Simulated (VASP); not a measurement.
Here is a VASP 6.6.1 calculation.

File INCAR:

```
SYSTEM = InP
PREC = Accurate
ENCUT = 520
EDIFF = 1E-6
ISMEAR = 0
SIGMA = 0.05
LREAL = .FALSE.
LASPH = .TRUE.
NELM = 100
ALGO = Normal
ISIF = 2
LWAVE = .FALSE.
LCHARG = .FALSE.
GGA = PE
NBANDS = 46
```

File KPOINTS:

```
Automatic mesh
0
G
  7 7 3
  0 0 0
```

The input POSCAR:

```
InP
1.0
   -2.9305000000     -2.9305000000      0.0000000000
    2.9305000000     -2.9305000000      0.0000000000
    0.0000000000      0.0000000000     11.7220000000
In P
4 4
Direct
    0.0000000000      0.0000000000      0.0000000000
    0.5000000000      0.5000000000      0.2500000000
    0.0000000000      0.0000000000      0.5000000000
    0.5000000000      0.5000000000      0.7500000000
    0.5000000000      0.0000000000      0.3750000000
    0.0000000000      0.5000000000      0.6250000000
    0.5000000000      0.0000000000      0.8750000000
    0.0000000000      0.5000000000      0.1250000000
```

Potentials or basis: VASP PAW PBE potentials, release 64 (In_d, P).

Command:

```sh
$ cat potpaw_PBE.64/In_d/POTCAR potpaw_PBE.64/P/POTCAR > POTCAR
$ mpirun -np 1 vasp_std > vasp.out
```

(1) Predict the pressure.

(2) Estimate the band gap on the k mesh.

Results:

(1) 3.3 GPa.

(2) 0.71 eV.

Caveat: spin-orbit coupling is left out, which moves the levels of the heavy elements.
